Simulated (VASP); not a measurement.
# Al (Fm-3m) in VASP: a series of runs, part 2 of 2

VASP 6.6.1.

## Step 3: Single point, LDA

The input, INCAR:

```
PREC = Accurate
ENCUT = 500
EDIFF = 1E-6
ISMEAR = 1
SIGMA = 0.1
LREAL = F
LASPH = T
NELM = 120
ALGO = Normal
ISIF = 2
LWAVE = F
LCHARG = F
GGA = CA
NBANDS = 8
GGA_COMPAT = F
```

The input, KPOINTS:

```
Automatic mesh
0
Gamma
  9 9 9
```

The input, POSCAR:

```
Al
1.0
    0.0000000000      1.9882601495      1.9882601495
    1.9882601495      0.0000000000      1.9882601495
    1.9882601495      1.9882601495      0.0000000000
Al
1
Direct
    0.0000000000      0.0000000000      0.0000000000
```

Potentials or basis: VASP PAW LDA potentials, release 64 (Al).

The run is started by

```sh
$ cat potpaw_LDA.64/Al/POTCAR > POTCAR
$ mpirun -np 1 vasp_std > vasp.out
```

OUTCAR:

```text
PREC = Accurate
   ENCUT = 500
   EDIFF = 1E-6
   ISMEAR = 1
   LREAL = F
   LASPH = T
   NELM = 120
   ISIF = 2
   GGA = CA

 ion  position               nearest neighbor table
   1  0.000  0.000  0.000-

  LATTYP: Found a face centered cubic cell.
 ALAT       =     3.9765202990

  Lattice vectors:

 A1 = (   0.0000000000,   1.9882601495,   1.9882601495)
 A2 = (   1.9882601495,   0.0000000000,   1.9882601495)
 A3 = (   1.9882601495,   1.9882601495,   0.0000000000)

Analysis of symmetry for initial positions (statically):
=====================================================================
 Subroutine PRICEL returns:
 Original cell was already a primitive cell.

 Routine SETGRP: Setting up the symmetry group for a
 face centered cubic supercell.

 Subroutine GETGRP returns: Found 48 space group operations
 (whereof 48 operations were pure point group operations)
 out of a pool of 48 trial point group operations.

The static configuration has the point symmetry O_h .

Analysis of symmetry for dynamics (positions and initial velocities):
=====================================================================
[... 154 lines left out ...]

  energy without entropy =       -4.15853134  energy(sigma->0) =       -4.15916655

 E-fermi :   8.2742     XC(G=0): -10.5231

 val. band max:        8.1701279489   @ k =   0.4444   0.4444   0.0000
 cond. band min:       8.3011792650   @ k =  -0.4444   0.3333   0.1111
 fundamental gap:      0.1310513161
 Fermi energy:         8.2741711510

 k-point     1 :       0.0000    0.0000    0.0000
  band No.  band energies     occupation
      1      -3.1338      2.00000
      2      21.1405      0.00000
      3      21.1405      0.00000
      4      21.1405      0.00000
      5      22.8391      0.00000
      6      22.8391      0.00000
      7      22.8391      0.00000
      8      25.2726      0.00000
[... 243 lines left out ...]
 k-point    24 :       0.4444    0.4444    0.0000
  band No.  band energies     occupation
      1       3.9962      2.00000
      2       8.1701      2.05766
      3      13.7239      0.00000
      4      14.1635      0.00000
      5      14.1635      0.00000
      6      17.8279      0.00000
      7      33.7140      0.00000
      8      35.3315      0.00000

 [... further k-points ...]
[... 5 lines left out ...]
  --------------------------------------------------------------------------------------
  -------------------------------------------------------------------------------------
  Total        0.1069218      0.1069218      0.1069218      0.0000000      0.0000000      0.0000000
  in kB       10.8975060     10.8975060     10.8975060      0.0000000      0.0000000      0.0000000
  external PRESSURE =      10.8975060 kB  Pullay stress =       0.0000000 kB

 VOLUME and BASIS-vectors are now :
 -----------------------------------------------------------------------------
  energy-cutoff  :      500.00
  volume of cell :       15.72
      direct lattice vectors                 reciprocal lattice vectors
     0.000000000  1.988260150  1.988260150    -0.251476146  0.251476146  0.251476146
     1.988260150  0.000000000  1.988260150     0.251476146 -0.251476146  0.251476146
     1.988260150  1.988260150  0.000000000     0.251476146  0.251476146 -0.251476146

 POSITION                                       TOTAL-FORCE (eV/Angst)
 -----------------------------------------------------------------------------------
      0.00000      0.00000      0.00000        -0.000000      0.000000      0.000000
 -----------------------------------------------------------------------------------
    total drift:                                0.000000     -0.000000     -0.000000

  FREE ENERGIE OF THE ION-ELECTRON SYSTEM (eV)
  ---------------------------------------------------
  free  energy   TOTEN  =        -4.1594841559 eV

  energy  without entropy=       -4.1585313435  energy(sigma->0) =       -4.15916655
```

OSZICAR:

```text
N       E                     dE             d eps       ncg     rms          rms(c)
DAV:   1    -0.287069744996E+01   -0.28707E+01   -0.96448E+02   576   0.211E+02
DAV:   2    -0.418365978795E+01   -0.13130E+01   -0.13057E+01   784   0.188E+01
DAV:   3    -0.418874431907E+01   -0.50845E-02   -0.50845E-02   720   0.126E+00
DAV:   4    -0.418875316197E+01   -0.88429E-05   -0.88431E-05   832   0.454E-02
DAV:   5    -0.418875318724E+01   -0.25268E-07   -0.25235E-07   712   0.124E-03    0.145E+00
DAV:   6    -0.417103705527E+01    0.17716E-01   -0.22097E-03   776   0.187E-01    0.813E-01
DAV:   7    -0.415950819382E+01    0.11529E-01   -0.55877E-03   720   0.294E-01    0.168E-01
DAV:   8    -0.415948429307E+01    0.23901E-04   -0.18339E-05   832   0.270E-02    0.153E-02
DAV:   9    -0.415948415590E+01    0.13717E-06   -0.10525E-07   720   0.173E-03
   1 F= -.41594842E+01 E0= -.41591666E+01  d E =-.952812E-03
```

It took 2.8 s on 1 thread of Intel Xeon 6975P-C, shared host; peak memory 0.12 GiB.

Results:

```yaml
Free_energy: -4.1595 eV
Pressure: 1.1 GPa
```

## Step 4: Single point, LDA

INCAR: that of step 3 with these lines changed.

```diff
@@ -12,3 +12,2 @@
 LCHARG = F
-GGA = CA
 NBANDS = 8
```

KPOINTS is that of step 3.

The input, POSCAR:

```
Al
1.0
    0.0000000000      1.9890271676      1.9890271676
    1.9890271676      0.0000000000      1.9890271676
    1.9890271676      1.9890271676      0.0000000000
Al
1
Direct
    0.0000000000      0.0000000000      0.0000000000
```

The run is started by

```sh
$ cat potpaw_LDA.64/Al/POTCAR > POTCAR
$ mpirun -np 1 vasp_std > vasp.out
```

It took 2.9 s on 1 thread of Intel Xeon 6975P-C, shared host; peak memory 0.12 GiB.

The run converged. Its results:

```
Free energy : -4.1596 eV
Pressure    : 1.0 GPa
```

Levels at points of the mesh, in eV from the Fermi level:
```tsv
k point	band 1	band 2	band 3	band 4
(0.00, 0.00, 0.00)	-11.40	12.86	12.86	12.86
```

## Step 5: Single point, LDA

This run uses another cell than the first one, of 15.76 Å³/atom, 1.003 times its volume.

The input, INCAR:

```
SYSTEM = Al
ALGO = Normal
EDIFF = 1E-6
ENCUT = 500
GGA = CA
GGA_COMPAT = .False.
ISIF = 2
ISMEAR = 1
LASPH = .True.
LCHARG = .False.
LREAL = .False.
LWAVE = .False.
NBANDS = 8
NELM = 120
PREC = Accurate
SIGMA = 0.1
```

The input, KPOINTS:

```
k-points
0
Gamma
  9 9 9
  0 0 0
```

The input, POSCAR:

```
Al
1.0
    0.0000000000      1.9901158701      1.9901158701
    1.9901158701      0.0000000000      1.9901158701
    1.9901158701      1.9901158701      0.0000000000
Al
1
Direct
    0.0000000000      0.0000000000      0.0000000000
```

Potentials or basis: VASP PAW LDA potentials, release 64 (Al).

The run is started by

```sh
$ cat potpaw_LDA.64/Al/POTCAR > POTCAR
$ mpirun -np 1 vasp_std > vasp.out
```

OUTCAR:

```text
SYSTEM = Al
   EDIFF = 1E-6
   ENCUT = 500
   GGA = CA
   ISIF = 2
   ISMEAR = 1
   LASPH = .True.
   LREAL = .False.
   NELM = 120
   PREC = Accurate

 ion  position               nearest neighbor table
   1  0.000  0.000  0.000-

  LATTYP: Found a face centered cubic cell.
 ALAT       =     3.9802317402

  Lattice vectors:

 A1 = (   0.0000000000,   1.9901158701,   1.9901158701)
 A2 = (   1.9901158701,   0.0000000000,   1.9901158701)
 A3 = (   1.9901158701,   1.9901158701,   0.0000000000)

[... 434 lines left out ...]
  band No.  band energies     occupation
      1       3.9738      2.00000
      2       8.1397      2.05946
      3      13.6932      0.00000
      4      14.1198      0.00000
      5      14.1198      0.00000
      6      17.7700      0.00000
      7      33.6419      0.00000
      8      35.2546      0.00000

 [... further k-points ...]
[... 5 lines left out ...]
  --------------------------------------------------------------------------------------
  -------------------------------------------------------------------------------------
  Total        0.0820838      0.0820838      0.0820838      0.0000000      0.0000000      0.0000000
  in kB        8.3426275      8.3426275      8.3426275      0.0000000      0.0000000      0.0000000
  external PRESSURE =       8.3426275 kB  Pullay stress =       0.0000000 kB

 VOLUME and BASIS-vectors are now :
 -----------------------------------------------------------------------------
  energy-cutoff  :      500.00
  volume of cell :       15.76
      direct lattice vectors                 reciprocal lattice vectors
     0.000000000  1.990115870  1.990115870    -0.251241653  0.251241653  0.251241653
     1.990115870  0.000000000  1.990115870     0.251241653 -0.251241653  0.251241653
     1.990115870  1.990115870  0.000000000     0.251241653  0.251241653 -0.251241653

 POSITION                                       TOTAL-FORCE (eV/Angst)
 -----------------------------------------------------------------------------------
      0.00000      0.00000      0.00000         0.000000      0.000000     -0.000000
 -----------------------------------------------------------------------------------
    total drift:                                0.000000     -0.000000      0.000000

  FREE ENERGIE OF THE ION-ELECTRON SYSTEM (eV)
  ---------------------------------------------------
  free  energy   TOTEN  =        -4.1597516637 eV

  energy  without entropy=       -4.1587914441  energy(sigma->0) =       -4.15943159
```

OSZICAR:

```text
N       E                     dE             d eps       ncg     rms          rms(c)
DAV:   1    -0.290243014011E+01   -0.29024E+01   -0.80034E+02   568   0.191E+02
DAV:   2    -0.418372278483E+01   -0.12813E+01   -0.12708E+01   816   0.186E+01
DAV:   3    -0.418895042947E+01   -0.52276E-02   -0.52275E-02   664   0.128E+00
DAV:   4    -0.418895872399E+01   -0.82945E-05   -0.82945E-05   920   0.516E-02
DAV:   5    -0.418895873362E+01   -0.96305E-08   -0.10890E-07   688   0.103E-03    0.144E+00
DAV:   6    -0.417128125377E+01    0.17677E-01   -0.22273E-03   744   0.188E-01    0.810E-01
DAV:   7    -0.415977550355E+01    0.11506E-01   -0.56378E-03   720   0.294E-01    0.168E-01
DAV:   8    -0.415975180645E+01    0.23697E-04   -0.17786E-05   832   0.265E-02    0.148E-02
DAV:   9    -0.415975166374E+01    0.14271E-06   -0.10094E-07   760   0.170E-03
   1 F= -.41597517E+01 E0= -.41594316E+01  d E =-.960220E-03
```

It took 2.4 s on 1 thread of Intel Xeon 6975P-C, shared host; peak memory 0.12 GiB.

What came out:

```yaml
Free_energy: -4.1598 eV
Pressure: 0.8 GPa
```

## Step 6: Summary

```csv
cell,gap on the mesh (eV),pressure (GPa)
"a = 2.811 Å, angles 60.0°, 1 atom",none,1.1
"a = 2.812 Å, angles 60.0°, 1 atom",none,1.1
"a = 2.813 Å, angles 60.0°, 1 atom",none,1.0
"a = 2.814 Å, angles 60.0°, 1 atom",none,0.8
```

Alike in all rows: task single point; level LDA; potentials or basis VASP PAW LDA potentials, release 64 (Al); no spin polarisation; k mesh 9 × 9 × 9; cutoff (eV) 500; smearing methfessel-paxton 0.1 eV.

Every run on the cell as given and a fine mesh finds a metal.

Total energies depend on the potentials used, so only differences within one code and one set of settings carry meaning.
